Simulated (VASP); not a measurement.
# CoO (R-3m) in VASP: a series of runs, part 2 of 2

VASP 6.6.1. The steps go on from the part before.

## 6. Single point, PBEsol, collinear spin, ferromagnetic start

Contents of INCAR:

```
PREC = Accurate ; ENCUT = 520
EDIFF = 1E-6 ; ISMEAR = -1
SIGMA = 0.05 ; LREAL = F
LASPH = T ; NELM = 150
ALGO = Normal ; ISIF = 2
LWAVE = F ; LCHARG = F
ISPIN = 2 ; MAGMOM = 4 0
LORBIT = 11 ; NUPDOWN = 4.0
LMAXMIX = 4 ; GGA = PS
NBANDS = 18
```

Contents of KPOINTS:

```
Automatic mesh
0
Gamma
  9 9 9
```

Contents of POSCAR:

```
CoO
1.0
    1.5054695445      0.8691832468      2.4399269062
   -1.5054695445      0.8691832468      2.4399269062
    0.0000000000     -1.7383664936      2.4399269062
Co O
1 1
Direct
    0.0000000000      0.0000000000      0.0000000000
    0.5000000000      0.5000000000      0.5000000000
```

Potentials or basis: VASP PAW PBE potentials, release 64 (Co, O).

Run with:

```
cat potpaw_PBE.64/Co/POTCAR potpaw_PBE.64/O/POTCAR > POTCAR
mpirun -np 1 vasp_std > vasp.out
```

OUTCAR:

```text
PREC = Accurate
   ENCUT = 520
   EDIFF = 1E-6
   ISMEAR = -1
   LREAL = F
   LASPH = T
   NELM = 150
   ISIF = 2
   ISPIN = 2
   LORBIT = 11
   NUPDOWN = 4.0
   GGA = PS

 ion  position               nearest neighbor table
   1  0.000  0.000  0.000-   2 2.12   2 2.12   2 2.12   2 2.12   2 2.12   2 2.12
   2  0.500  0.500  0.500-   1 2.12   1 2.12   1 2.12   1 2.12   1 2.12   1 2.12

  LATTYP: Found a trigonal (rhomboedric) cell.
 ALAT       =     2.9958573687
 COS(alpha) =     0.4949531368

  Lattice vectors:

 A1 = (   1.5054695445,   0.8691832468,   2.4399269062)
 A2 = (  -1.5054695445,   0.8691832468,   2.4399269062)
 A3 = (   0.0000000000,  -1.7383664936,   2.4399269062)

Analysis of symmetry for initial positions (statically):
=====================================================================
 Subroutine PRICEL returns:
 Original cell was already a primitive cell.

 Routine SETGRP: Setting up the symmetry group for a
 trigonal (rhombohedral) supercell.

 Subroutine GETGRP returns: Found 12 space group operations
 (whereof 12 operations were pure point group operations)
 out of a pool of 12 trial point group operations.

The static configuration has the point symmetry D_3d.

Analysis of symmetry for dynamics (positions and initial velocities):
=====================================================================
 Subroutine PRICEL returns:
 Original cell was already a primitive cell.

 Routine SETGRP: Setting up the symmetry group for a
 trigonal (rhombohedral) supercell.

 Subroutine GETGRP returns: Found 12 space group operations
 (whereof 12 operations were pure point group operations)
 out of a pool of 12 trial point group operations.

The dynamic configuration has the point symmetry D_3d.

Analysis of structural, dynamic, and magnetic symmetry:
=====================================================================
 Subroutine PRICEL returns:
 Original cell was already a primitive cell.

[... 149 lines left out ...]
  ext. energy  EPLUGINS =         0.00000000
  ---------------------------------------------------
  free energy    TOTEN  =       -11.40083539 eV

  energy without entropy =      -11.37138109  energy(sigma->0) =      -11.38610824

 E-fermi :   7.0060     XC(G=0): -12.8021

 val. band max:       13.6502526637   @ k =   0.4444   0.3333  -0.0000
 cond. band min:       7.0076893024   @ k =  -0.3333   0.3333   0.3333
 fundamental gap:     -6.6425633613
 Fermi energy:        13.6636443617

 spin component 1

 k-point     1 :       0.0000    0.0000    0.0000
  band No.  band energies     occupation
      1     -12.5997      1.00000
      2       3.3924      1.00000
      3       3.3924      1.00000
      4       3.4327      1.00000
      5       3.4556      1.00000
      6       3.4556      1.00000
[... 493 lines left out ...]
     17      39.0618      0.00000
     18      39.1040      0.00000

 [... further k-points ...]

 spin component 2

 k-point     1 :       0.0000    0.0000    0.0000
  band No.  band energies     occupation
      1     -11.4325      1.00000
      2       5.7040      1.00000
      3       5.7040      1.00000
      4       5.7572      1.00000
      5       6.1135      1.00000
      6       6.1135      1.00000
[... 493 lines left out ...]
     17      39.6716      0.00000
     18      39.7118      0.00000

 [... further k-points ...]

------------------------ aborting loop because EDIFF is reached ----------------------------------------

  FORCE on cell =-STRESS in cart. coord.  units (eV):
  Direction    XX          YY          ZZ          XY          YZ          ZX
  --------------------------------------------------------------------------------------
  -------------------------------------------------------------------------------------
  Total        1.8235623      1.8235623      1.8029676      0.0000000      0.0000000      0.0000000
  in kB      152.5175467    152.5175467    150.7950647      0.0000000      0.0000000      0.0000000
  external PRESSURE =     151.9433860 kB  Pullay stress =       0.0000000 kB

 VOLUME and BASIS-vectors are now :
 -----------------------------------------------------------------------------
  energy-cutoff  :      520.00
  volume of cell :       19.16
      direct lattice vectors                 reciprocal lattice vectors
     1.505469544  0.869183247  2.439926906     0.332122295  0.191750896  0.136616114
    -1.505469544  0.869183247  2.439926906    -0.332122295  0.191750896  0.136616114
     0.000000000 -1.738366494  2.439926906     0.000000000 -0.383501793  0.136616114

 POSITION                                       TOTAL-FORCE (eV/Angst)
 -----------------------------------------------------------------------------------
      0.00000      0.00000      0.00000        -0.000000     -0.000000      0.000000
      0.00000      0.00000      3.65989         0.000000      0.000000      0.000000
 -----------------------------------------------------------------------------------
    total drift:                               -0.000000      0.000000     -0.000000

  FREE ENERGIE OF THE ION-ELECTRON SYSTEM (eV)
  ---------------------------------------------------
  free  energy   TOTEN  =       -11.4008353904 eV

  energy  without entropy=      -11.3713810925  energy(sigma->0) =      -11.38610824

 total charge

# of ion       s       p       d       tot
------------------------------------------
    1        0.400   0.425   6.901   7.726
    2        1.599   3.342   0.000   4.940
--------------------------------------------------
tot          1.999   3.767   6.901  12.666

 magnetization (x)

# of ion       s       p       d       tot
------------------------------------------
    1        0.129   0.082   2.860   3.070
    2        0.087   0.574   0.000   0.661
--------------------------------------------------
tot          0.216   0.656   2.860   3.732
```

OSZICAR:

```text
N       E                     dE             d eps       ncg     rms          rms(c)
DAV:   1     0.807082654295E+02    0.80708E+02   -0.67879E+03  6408   0.967E+02
DAV:   2    -0.111394677171E+02   -0.91848E+02   -0.82600E+02  6406   0.225E+02
DAV:   3    -0.159255615920E+02   -0.47861E+01   -0.47093E+01  7096   0.550E+01
DAV:   4    -0.159730057881E+02   -0.47444E-01   -0.47411E-01  7472   0.517E+00
DAV:   5    -0.159740214854E+02   -0.10157E-02   -0.10156E-02  7590   0.759E-01    0.171E+01
DAV:   6    -0.133430023110E+02    0.26310E+01   -0.35240E+01  7504   0.780E+01    0.265E+01
DAV:   7    -0.114855948053E+02    0.18574E+01   -0.16354E+01  7818   0.541E+01    0.992E+00
DAV:   8    -0.114550940873E+02    0.30501E-01   -0.37483E-01  7738   0.854E+00    0.510E+00
DAV:   9    -0.114082533798E+02    0.46841E-01   -0.33274E-01  8792   0.107E+01    0.225E+00
DAV:  10    -0.114071755249E+02    0.10779E-02   -0.36936E-02  8362   0.386E+00    0.839E-01
DAV:  11    -0.114006643208E+02    0.65112E-02   -0.35165E-02  8544   0.322E+00    0.131E-01
DAV:  12    -0.114008835840E+02   -0.21926E-03   -0.32654E-03  6790   0.428E-01    0.781E-02
DAV:  13    -0.114008327199E+02    0.50864E-04   -0.18687E-04  9168   0.167E-01    0.255E-02
DAV:  14    -0.114008347694E+02   -0.20495E-05   -0.22845E-05  7214   0.531E-02    0.180E-02
DAV:  15    -0.114008353904E+02   -0.62096E-06   -0.14373E-06  4896   0.129E-02
   1 F= -.11400835E+02 E0= -.11386108E+02  d E =-.294543E-01  mag=     4.0000
```

stdout:

```text
POSCAR found type information on POSCAR CoO
 POSCAR found :  2 types and       2 ions
 scaLAPACK will be used
 -----------------------------------------------------------------------------
|                                                                             |
|                                                                             |
|     You enforced a specific xc type in the INCAR file but a different       |
|     I HOPE YOU KNOW WHAT YOU ARE DOING!                                     |
|                                                                             |
 -----------------------------------------------------------------------------

 LDA part: xc-table for (Slater+PW92), standard interpolation
 POSCAR, INCAR and KPOINTS ok, starting setup
 FFT: planning ... GRIDC
 FFT: planning ... GRID_SOFT
 FFT: planning ... GRID
 WAVECAR not read
 entering main loop
```

Run time: 24 s. Hardware: 1 thread of Intel Xeon 6975P-C (Granite Rapids), shared host; peak memory 0.18 GiB.

Results:

| Property | Result |
| --- | --- |
| Free energy | -11.4008 eV |
| Pressure | 15.2 GPa |
| Net moment | 4.00 μB per cell |
| Site moments | Co +3.07; O +0.66 μB |
| Valence electrons inside the program's atomic spheres | Co 7.73; O 4.94 |

Caveat: the cell stands under pressure; the PAW data sets were made with another functional, which shifts forces and pressure a little; the total moment is fixed, so each spin has its own Fermi level; a cell with one magnetic atom can't hold antiferromagnetic order, which such compounds often take.

## 7. Summary

```tsv
fixed moment (μB)	pressure (GPa)	moment (μB)
1.5	-21.5	1.50
2.0	-17.9	2.00
2.5	-13.7	2.50
3.0	-9.1	3.00
4.0	15.2	4.00
```

Alike in all rows: task single point; level PBEsol; potentials or basis VASP PAW PBE potentials, release 64 (Co, O); spin collinear, ferromagnetic start; cell as given; k mesh 9 × 9 × 9; cutoff (eV) 520; smearing fermi-dirac 0.05 eV.

Caveats: the PAW data sets were made with another functional, which shifts forces and pressure a little; the total moment is fixed, so each spin has its own Fermi level; a cell with one magnetic atom can't hold antiferromagnetic order, which such compounds often take; the cell stands under tension (at least some runs); the cell stands under pressure (at least some runs).

Absolute energies hang on the potentials; compare differences alone.
